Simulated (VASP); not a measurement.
# In (I4/mmm) in VASP: notebook, part 2 of 2

VASP 6.6.1. Earlier steps stand in the parts before.

## 5. Single point, PBE

This run uses another cell than the first one, of 27.94 Å³/atom, 1.058 times its volume.

The input, INCAR:

```
SYSTEM = In
PREC = Accurate ; ENCUT = 520
EDIFF = 1E-7 ; ISMEAR = -1
SIGMA = 0.1 ; LREAL = .False.
LASPH = .True. ; NELM = 80
ALGO = Normal ; ISIF = 2
LWAVE = .False. ; LCHARG = .False.
GGA = PE ; NBANDS = 12
```

The input, KPOINTS:

```
Automatic mesh
0
Gamma
  8 8 8
  0 0 0
```

The input, POSCAR:

```
In
1.0
   -1.6357352305      1.6357352305      2.6109100399
    1.6357352305     -1.6357352305      2.6109100399
    1.6357352305      1.6357352305     -2.6109100399
In
1
Direct
    0.0000000000      0.0000000000      0.0000000000
```

Potentials or basis: VASP PAW PBE potentials, release 64 (In_d).

The run is started by

```
> cat potpaw_PBE.64/In_d/POTCAR > POTCAR
> mpirun -np 1 vasp_std > vasp.out
```

OUTCAR:

```text
SYSTEM = In
   PREC = Accurate
   ENCUT = 520
   EDIFF = 1E-7
   ISMEAR = -1
   LREAL = .False.
   LASPH = .True.
   NELM = 80
   ISIF = 2
   GGA = PE

 ion  position               nearest neighbor table
   1  0.000  0.000  0.000-

  LATTYP: Found a body centered tetragonal cell.
 ALAT       =     3.2714704610
 C/A-ratio  =     1.5961691056

  Lattice vectors:

 A1 = (  -1.6357352305,   1.6357352305,   2.6109100399)
 A2 = (   1.6357352305,  -1.6357352305,   2.6109100399)
 A3 = (   1.6357352305,   1.6357352305,  -2.6109100399)

Analysis of symmetry for initial positions (statically):
=====================================================================
 Subroutine PRICEL returns:
 Original cell was already a primitive cell.

 Routine SETGRP: Setting up the symmetry group for a
 body centered tetragonal supercell.

 Subroutine GETGRP returns: Found 16 space group operations
 (whereof 16 operations were pure point group operations)
 out of a pool of 16 trial point group operations.

The static configuration has the point symmetry D_4h.

Analysis of symmetry for dynamics (positions and initial velocities):
=====================================================================
 Subroutine PRICEL returns:
[... 161 lines left out ...]

 k-point     1 :       0.0000    0.0000    0.0000
  band No.  band energies     occupation
      1      -7.8919      2.00000
      2      -7.7330      2.00000
      3      -7.7330      2.00000
      4      -7.7211      2.00000
      5      -7.5789      2.00000
      6      -2.3085      2.00000
      7      16.7613      0.00000
      8      16.7613      0.00000
      9      16.8941      0.00000
     10      18.3277      0.00000
     11      20.1926      0.00000
     12      20.4784      0.00000
[... 331 lines left out ...]
 k-point    24 :       0.3750    0.1250    0.1250
  band No.  band energies     occupation
      1      -7.7961      2.00000
      2      -7.7781      2.00000
      3      -7.6715      2.00000
      4      -7.6430      2.00000
      5      -7.4892      2.00000
      6       3.3790      2.00000
      7       4.7365      2.00000
      8      11.0497      0.00000
      9      12.0215      0.00000
     10      15.7057      0.00000
     11      17.6067      0.00000
     12      23.1462      0.00000

 [... further k-points ...]
[... 5 lines left out ...]
  --------------------------------------------------------------------------------------
  -------------------------------------------------------------------------------------
  Total       -0.2159214     -0.2159214      0.0425135      0.0000000      0.0000000      0.0000000
  in kB      -12.3802219    -12.3802219      2.4375842      0.0000000      0.0000000      0.0000000
  external PRESSURE =      -7.4409532 kB  Pullay stress =       0.0000000 kB

 VOLUME and BASIS-vectors are now :
 -----------------------------------------------------------------------------
  energy-cutoff  :      520.00
  volume of cell :       27.94
      direct lattice vectors                 reciprocal lattice vectors
    -1.635735230  1.635735230  2.610910040     0.000000000  0.305672942  0.191504109
     1.635735230 -1.635735230  2.610910040     0.305672942  0.000000000  0.191504109
     1.635735230  1.635735230 -2.610910040     0.305672942  0.305672942  0.000000000

 POSITION                                       TOTAL-FORCE (eV/Angst)
 -----------------------------------------------------------------------------------
      0.00000      0.00000      0.00000         0.000000     -0.000000     -0.000000
 -----------------------------------------------------------------------------------
    total drift:                                0.000000     -0.000000     -0.000000

  FREE ENERGIE OF THE ION-ELECTRON SYSTEM (eV)
  ---------------------------------------------------
  free  energy   TOTEN  =        -2.5714529926 eV

  energy  without entropy=       -2.5598017394  energy(sigma->0) =       -2.56562737
```

OSZICAR:

```text
N       E                     dE             d eps       ncg     rms          rms(c)
DAV:   1     0.769292926227E+02    0.76929E+02   -0.62587E+03  1440   0.133E+03
DAV:   2     0.109467532166E+01   -0.75835E+02   -0.73930E+02  1472   0.290E+02
DAV:   3    -0.250772380071E+01   -0.36024E+01   -0.35929E+01  1728   0.631E+01
DAV:   4    -0.259125438391E+01   -0.83531E-01   -0.83509E-01  1804   0.956E+00
DAV:   5    -0.259494556458E+01   -0.36912E-02   -0.36911E-02  1976   0.179E+00    0.200E+00
DAV:   6    -0.257518067770E+01    0.19765E-01   -0.33028E-02  1788   0.360E+00    0.999E-01
DAV:   7    -0.257161983265E+01    0.35608E-02   -0.10580E-02  1840   0.186E+00    0.233E-01
DAV:   8    -0.257144413698E+01    0.17570E-03   -0.83593E-04  1872   0.479E-01    0.310E-02
DAV:   9    -0.257145219815E+01   -0.80612E-05   -0.15587E-05  2084   0.505E-02    0.140E-02
DAV:  10    -0.257145297609E+01   -0.77793E-06   -0.12037E-06  1628   0.106E-02    0.175E-03
DAV:  11    -0.257145299263E+01   -0.16548E-07   -0.42248E-08  1248   0.208E-03
   1 F= -.25714530E+01 E0= -.25656274E+01  d E =-.116513E-01
```

stdout:

```text
POSCAR found type information on POSCAR In
 POSCAR found :  1 types and       1 ions
 scaLAPACK will be used
 LDA part: xc-table for (Slater+PW92), standard interpolation
 POSCAR, INCAR and KPOINTS ok, starting setup
 FFT: planning ... GRIDC
 FFT: planning ... GRID_SOFT
 FFT: planning ... GRID
 WAVECAR not read
 entering main loop
```

Run time: 11 s. Hardware: 1 thread of Intel Xeon 6975P-C (Granite Rapids), shared host; peak memory 0.16 GiB.

What came out:

| Item | Value |
| --- | --- |
| Free energy | -2.5715 eV |
| Pressure | -0.7 GPa |

Caveat: spin-orbit coupling is left out, which moves the levels of the heavy elements.

## 6. Single point, PBE

This run uses another cell than the first one, of 28.25 Å³/atom, 1.070 times its volume.

The input, INCAR:

```
PREC = Accurate ; ENCUT = 520
EDIFF = 1E-6 ; ISMEAR = -1
SIGMA = 0.1 ; LREAL = False
LASPH = True ; NELM = 80
ALGO = Normal ; ISIF = 2
LWAVE = False ; LCHARG = True
GGA = PE ; LELF = True
LVHAR = True ; NBANDS = 12
```

The input, KPOINTS:

```
regular mesh
0
Gamma
  8 8 8
```

The input, POSCAR:

```
In
1.0
   -1.6302318076      1.6302318076      2.6570553528
    1.6302318076     -1.6302318076      2.6570553528
    1.6302318076      1.6302318076     -2.6570553528
In
1
Direct
    0.0000000000      0.0000000000      0.0000000000
```

Potentials or basis: VASP PAW PBE potentials, release 64 (In_d).

The run is started by

```
> cat potpaw_PBE.64/In_d/POTCAR > POTCAR
> mpirun -np 1 vasp_std > vasp.out
```

OUTCAR:

```text
PREC = Accurate
   ENCUT = 520
   EDIFF = 1E-6
   ISMEAR = -1
   LREAL = False
   LASPH = True
   NELM = 80
   ISIF = 2
   GGA = PE

 ion  position               nearest neighbor table
   1  0.000  0.000  0.000-

  LATTYP: Found a body centered tetragonal cell.
 ALAT       =     3.2604636152
 C/A-ratio  =     1.6298635203

  Lattice vectors:

 A1 = (  -1.6302318076,   1.6302318076,   2.6570553528)
 A2 = (   1.6302318076,  -1.6302318076,   2.6570553528)
 A3 = (   1.6302318076,   1.6302318076,  -2.6570553528)

Analysis of symmetry for initial positions (statically):
=====================================================================
 Subroutine PRICEL returns:
 Original cell was already a primitive cell.

 Routine SETGRP: Setting up the symmetry group for a
 body centered tetragonal supercell.

 Subroutine GETGRP returns: Found 16 space group operations
 (whereof 16 operations were pure point group operations)
 out of a pool of 16 trial point group operations.

The static configuration has the point symmetry D_4h.

Analysis of symmetry for dynamics (positions and initial velocities):
[... 158 lines left out ...]

 val. band max:        6.7537146383   @ k =   0.2500   0.2500   0.2500
 cond. band min:       6.9105271259   @ k =  -0.3750   0.3750   0.3750
 fundamental gap:      0.1568124875
 Fermi energy:         6.7597284568

 k-point     1 :       0.0000    0.0000    0.0000
  band No.  band energies     occupation
      1      -8.0176      2.00000
      2      -7.8465      2.00000
      3      -7.8333      2.00000
      4      -7.8333      2.00000
      5      -7.6829      2.00000
      6      -2.3549      2.00000
      7      16.5656      0.00000
      8      16.5656      0.00000
      9      16.6205      0.00000
     10      18.2445      0.00000
     11      19.9329      0.00000
     12      20.0000      0.00000
[... 331 lines left out ...]
 k-point    24 :       0.3750    0.1250    0.1250
  band No.  band energies     occupation
      1      -7.9063      2.00000
      2      -7.8852      2.00000
      3      -7.7838      2.00000
      4      -7.7596      2.00000
      5      -7.6008      2.00000
      6       3.2906      2.00000
      7       4.6709      2.00000
      8      11.0190      0.00000
      9      11.9048      0.00000
     10      15.3648      0.00000
     11      17.1409      0.00000
     12      22.7837      0.00000

 [... further k-points ...]
[... 5 lines left out ...]
  --------------------------------------------------------------------------------------
  -------------------------------------------------------------------------------------
  Total       -0.2599774     -0.2599774     -0.0545825      0.0000000      0.0000000      0.0000000
  in kB      -14.7464277    -14.7464277     -3.0960273      0.0000000      0.0000000      0.0000000
  external PRESSURE =     -10.8629609 kB  Pullay stress =       0.0000000 kB

 VOLUME and BASIS-vectors are now :
 -----------------------------------------------------------------------------
  energy-cutoff  :      520.00
  volume of cell :       28.25
      direct lattice vectors                 reciprocal lattice vectors
    -1.630231808  1.630231808  2.657055353     0.000000000  0.306704849  0.188178240
     1.630231808 -1.630231808  2.657055353     0.306704849  0.000000000  0.188178240
     1.630231808  1.630231808 -2.657055353     0.306704849  0.306704849  0.000000000

 POSITION                                       TOTAL-FORCE (eV/Angst)
 -----------------------------------------------------------------------------------
      0.00000      0.00000      0.00000         0.000000     -0.000000     -0.000000
 -----------------------------------------------------------------------------------
    total drift:                               -0.000000     -0.000000     -0.000000

  FREE ENERGIE OF THE ION-ELECTRON SYSTEM (eV)
  ---------------------------------------------------
  free  energy   TOTEN  =        -2.5730178909 eV

  energy  without entropy=       -2.5621378312  energy(sigma->0) =       -2.56757786
```

OSZICAR:

```text
N       E                     dE             d eps       ncg     rms          rms(c)
DAV:   1     0.780656665962E+02    0.78066E+02   -0.62066E+03  1424   0.132E+03
DAV:   2     0.119538252905E+01   -0.76870E+02   -0.75187E+02  1492   0.287E+02
DAV:   3    -0.251095731459E+01   -0.37063E+01   -0.36966E+01  1712   0.644E+01
DAV:   4    -0.259238011155E+01   -0.81423E-01   -0.81391E-01  1820   0.953E+00
DAV:   5    -0.259592772663E+01   -0.35476E-02   -0.35474E-02  1960   0.175E+00    0.197E+00
DAV:   6    -0.257660914141E+01    0.19319E-01   -0.32800E-02  1792   0.356E+00    0.978E-01
DAV:   7    -0.257316854510E+01    0.34406E-02   -0.10431E-02  1844   0.184E+00    0.230E-01
DAV:   8    -0.257300872503E+01    0.15982E-03   -0.81950E-04  1812   0.470E-01    0.324E-02
DAV:   9    -0.257301706079E+01   -0.83358E-05   -0.16446E-05  2064   0.482E-02    0.128E-02
DAV:  10    -0.257301789086E+01   -0.83007E-06   -0.11155E-06  1344   0.118E-02
   1 F= -.25730179E+01 E0= -.25675779E+01  d E =-.108801E-01
```

Wall time 10 s (1 thread of Intel Xeon 6975P-C (Granite Rapids), shared host); peak memory 0.16 GiB.

Results:

```
Free energy : -2.5730 eV
Pressure    : -1.1 GPa
```

Stress tensor (GPa, compression positive):
```
-1.47  0.00  0.00
 0.00 -1.47  0.00
 0.00  0.00 -0.31
```

Levels at points of the mesh, in eV from the Fermi level:
```
           k point  band 3  band 4  band 5  band 6  band 7  band 8  band 9  band 10
(0.00, 0.00, 0.00)  -14.59  -14.59  -14.44   -9.11    9.81    9.81    9.86    11.48
(0.50, 0.00, 0.00)  -14.58  -14.42  -14.36   -4.31   -3.11    6.17    9.20     9.78
(0.50, 0.50, 0.00)  -14.42  -14.41  -14.28   -1.58   -1.52    2.88    3.75     6.31
(0.50, 0.50, 0.50)  -14.38  -14.38  -14.38   -3.79   -2.80    5.09    5.09     8.35
```

Caveat: spin-orbit coupling is left out, which moves the levels of the heavy elements.

## 7. The runs side by side

```csv
cell,gap on the mesh (eV),pressure (GPa)
"a = 3.391 Å, angles 122.6, 122.6, 85.5°, 1 atom",none,1.5
"a = 3.418 Å, angles 123.0, 123.0, 85.0°, 1 atom",none,0.8
"a = 3.452 Å, angles 123.4, 123.4, 84.1°, 1 atom",none,-0.1
"a = 3.488 Å, angles 124.1, 124.1, 83.1°, 1 atom",none,-0.7
"a = 3.518 Å, angles 124.8, 124.8, 81.9°, 1 atom",none,-1.1
```

Alike in all rows: task single point; level PBE; potentials or basis VASP PAW PBE potentials, release 64 (In_d); no spin polarisation; k mesh 8 × 8 × 8; cutoff (eV) 520; smearing fermi-dirac 0.1 eV.

Caveats: spin-orbit coupling is left out, which moves the levels of the heavy elements.

Total energies depend on the potentials used, so only differences within one code and one set of settings carry meaning.
